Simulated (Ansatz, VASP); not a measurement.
# Two plane-wave programs on Y2TaN3

The input INCAR:

```
SYSTEM = Y2TaN3
PREC     = Accurate       ! precision mode
ENCUT    = 520            ! plane-wave cutoff, eV
EDIFF    = 1E-6           ! SCF threshold, eV
ISMEAR   = 0              ! smearing method
SIGMA    = 0.1            ! smearing width, eV
LREAL    = .FALSE.        ! projectors in reciprocal space
LASPH    = .TRUE.         ! aspherical terms in the spheres
NELM     = 60             ! most SCF steps
ALGO     = Normal         ! electronic algorithm
ISIF     = 2              ! what is computed and relaxed
LWAVE    = .FALSE.        ! write WAVECAR
LCHARG   = .TRUE.         ! write CHGCAR
GGA      = PE             ! functional
LELF     = .TRUE.         ! ELF
LVHAR    = .TRUE.       
NBANDS   = 33             ! bands
```

File KPOINTS:

```
regular mesh
0
G
  6 6 4
  0 0 0
```

POSCAR

```
Y2TaN3
1.0
    5.3975445600      0.0000000000      0.0000000000
   -2.6987722800      4.6744107000      0.0000000000
    0.0000000000      0.0000000000      3.8152567800
Y Ta N
2 1 3
Direct
    0.3333333300      0.6666666700      0.0000000000
    0.6666666700      0.3333333300      0.0000000000
    0.0000000000      0.0000000000      0.0000000000
    0.5000000000      0.0000000000      0.5000000000
    0.5000000000      0.5000000000      0.5000000000
    0.0000000000      0.5000000000      0.5000000000
```

Input for Ansatz:

```yaml
crystal:
  lattice:
    - [5.39754456, 0.0, 0.0]
    - [-2.69877228, 4.6744107, 0.0]
    - [0.0, 0.0, 3.81525678]
  atoms:
    - { symbol: "Y", position: [0.33333333, 0.66666667, 0.0] }
    - { symbol: "Y", position: [0.66666667, 0.33333333, 0.0] }
    - { symbol: Ta, position: [0.0, 0.0, 0.0] }
    - { symbol: "N", position: [0.5, 0.0, 0.5] }
    - { symbol: "N", position: [0.5, 0.5, 0.5] }
    - { symbol: "N", position: [0.0, 0.5, 0.5] }
basis:
  ecutwfc: 420
kpoints:
  mp_grid: { grid: [6, 6, 4] }
hamiltonian:
  xc: pbe
scf:
  occupations: { method: gaussian, width: 0.1 }
  lower_state_search: "off"
output:
  forces: true
  stress: true
  eigenvalues: true
```

Change from the starting cell: species swapped into the PrAl2Ni3 type (P6/mmm, No. 191).

Alike in both runs: task single point; functional PBE; k mesh 6 × 6 × 4; occupations gaussian, width 0.1 eV; no spin polarisation.

|  | VASP | Ansatz |
| --- | --- | --- |
| version | VASP 6.6.1 | Ansatz 0.2.0 |
| potentials or method | VASP PAW PBE potentials, release 64 (Y_sv, Ta_pv, N), cutoff 520 eV | scalar-relativistic, plane waves, PAW |
| valence electrons in the cell | 48 | 50 |

Ansatz gave:

```
gap on the k mesh at the Fermi level (eV)                     : none
pressure (GPa)                                                : -5.8
traceless stress, the component that is largest in VASP (GPa) : -28.62
```

Question: What did VASP give for the same quantities?

Answer: gap on the k mesh at the Fermi level (eV): none; pressure (GPa): -5.9; traceless stress, the component that is largest in VASP (GPa): -28.58.

A gap of «none» marks a metal or a gap that the smearing closes. VASP's potentials hold 48 valence electrons a cell and Ansatz's 50, so a difference there can come from the potentials and not from the codes.

The k mesh is coarse, so the values compare programs but aren't converged. Spin-orbit coupling is off throughout.
